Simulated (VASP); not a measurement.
Set up this calculation in VASP 6.6.1, as the native input.

```
Task                   : single point
Functional             : PBE
Potentials or basis    : VASP PAW PBE potentials, release 64 (Ba_sv, O)
Cutoff                 : 600 eV
k mesh                 : 6 × 6 × 6
Occupations            : gaussian, width 0.01 eV
Spin                   : no spin polarisation
Dipole correction      : no
Further INCAR settings : ALGO = Normal; EDIFF = 1e-06; NBANDS = 15
```

The structure of BaO lies in POSCAR:

```
BaO
1.0
    0.0000000000      2.7719426840      2.7719426840
    2.7719426840      0.0000000000      2.7719426840
    2.7719426840      2.7719426840      0.0000000000
Ba O
1 1
Direct
    0.0000000000      0.0000000000      0.0000000000
    0.5000000000      0.5000000000      0.5000000000
```

The input as run:

INCAR

```
PREC = Accurate ; ENCUT = 600
EDIFF = 1E-6 ; ISMEAR = 0
SIGMA = 0.01 ; LREAL = False
LASPH = True ; NELM = 120
ALGO = Normal ; ISIF = 2
LWAVE = False ; LCHARG = True
GGA = PE ; LELF = True
LVHAR = True ; NBANDS = 15
GGA_COMPAT = False
```

KPOINTS

```
Automatic mesh
0
Gamma
  6 6 6
```

Potentials or basis: VASP PAW PBE potentials, release 64 (Ba_sv, O).

Launch:

```sh
$ cat potpaw_PBE.64/Ba_sv/POTCAR potpaw_PBE.64/O/POTCAR > POTCAR
$ mpirun -np 1 vasp_std > vasp.out
```

Results of the run:

| Property | Result |
| --- | --- |
| Pressure | 2.8 GPa |
| Band gap on the k mesh | 1.98 eV |

Caveat: spin-orbit coupling is left out, which moves the levels of the heavy elements.

Run time: 17 s on 1 thread of Intel Xeon 8259CL (shared host), peak memory 0.18 GiB.
